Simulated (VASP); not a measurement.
InP: single point with PBE

The system is InP.

```
In P
1.0
     0.00000    2.93050    2.93050
     2.93050    0.00000    2.93050
     2.93050    2.93050    0.00000
In P
1 1
Cartesian
  0.0000 0.0000 0.0000
  4.3957 4.3957 4.3957
```

```
Program                : VASP 6.6.1
Task                   : single point
Functional             : PBE
Potentials or basis    : VASP PAW PBE potentials, release 64 (In_d, P)
Cutoff                 : 520 eV
k mesh                 : 8 × 8 × 8
Occupations            : gaussian, width 0.018 eV
Spin                   : no spin polarisation
Dipole correction      : no
Further INCAR settings : ALGO = Normal; EDIFF = 1e-06; NBANDS = 16
```

```
Pressure               : 3.3 GPa
Band gap on the k mesh : 0.71 eV, direct
```

Levels at points of the mesh, in eV from the valence-band top:
| k point | band 7 | band 8 | band 9 | band 10 | band 11 | band 12 |
| --- | --- | --- | --- | --- | --- | --- |
| (0.00, 0.00, 0.00) | 0.00 | 0.00 | 0.00 | 0.71 | 4.09 | 4.09 |
| (0.50, 0.00, 0.00) | -5.73 | -0.97 | -0.97 | 1.50 | 4.81 | 4.81 |
| (0.50, 0.50, 0.00) | -5.75 | -2.32 | -2.32 | 1.76 | 2.27 | 9.21 |

Wall time 40 s on 1 thread of Intel Xeon 8259CL, with other jobs on the host, peak memory 0.18 GiB.

Caveat: spin-orbit coupling is left out, which moves the levels of the heavy elements.
